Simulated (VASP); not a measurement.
# RhN: single point with LDA+U

Crystal: RhN.

```xyz
2
Lattice="0.0000 2.4311 2.4311 2.4311 0.0000 2.4311 2.4311 2.4311 0.0000" Properties=species:S:1:pos:R:3 pbc="T T T"
Rh    0.0000    0.0000    0.0000
N     1.2155    1.2155    1.2155
```

```json
{"Program": "VASP 6.6.1", "Task": "single point", "Functional": "LDA", "Potentials or basis": "VASP PAW LDA potentials, release 64 (Rh_sv_GW, N)", "Cutoff": "700 eV", "k mesh": "7 × 7 × 7", "Occupations": "gaussian, width 0.05 eV", "Spin": "collinear spin, ferromagnetic start", "Starting moments": "[0.6, 0.0] μB", "Hubbard terms": "Rh d U = 8.0 eV", "Dipole correction": "no", "Further INCAR settings": "ALGO = Normal; EDIFF = 1e-06; NBANDS = 22"}
```

| Property | Result |
| --- | --- |
| Pressure | -18.8 GPa |
| Net moment | 1.51 μB per cell |
| Site moments | Rh +1.63; N -0.18 μB |
| Valence electrons inside the program's atomic spheres | Rh 14.84; N 3.51 |

Levels at points of the mesh, in eV from the Fermi level:
Spin up:
```csv
k point,band 9,band 10,band 11,band 12,band 13,band 14
"(0.00, 0.00, 0.00)",-4.47,-4.47,1.35,2.17,2.17,2.17
```
Spin down:
```
           k point  band 8  band 9  band 10  band 11  band 12  band 13
(0.00, 0.00, 0.00)   -4.33   -3.75    -3.75     1.53     4.52     4.52
```

Eigenvalues of the final occupation matrices:
```
    site  spin  trace               eigenvalues
site 1 d     1   4.06  0.79 0.79 0.79 0.85 0.85
site 1 d     2   2.46  0.25 0.25 0.25 0.86 0.86
```

Wall time 44 s on 1 thread of Intel(R) Xeon(R) Platinum 8488C (Sapphire Rapids) (shared host), peak memory 0.19 GiB.

Caveat: the cell stands under tension. The state reached can hang on the start; a lower one may exist.
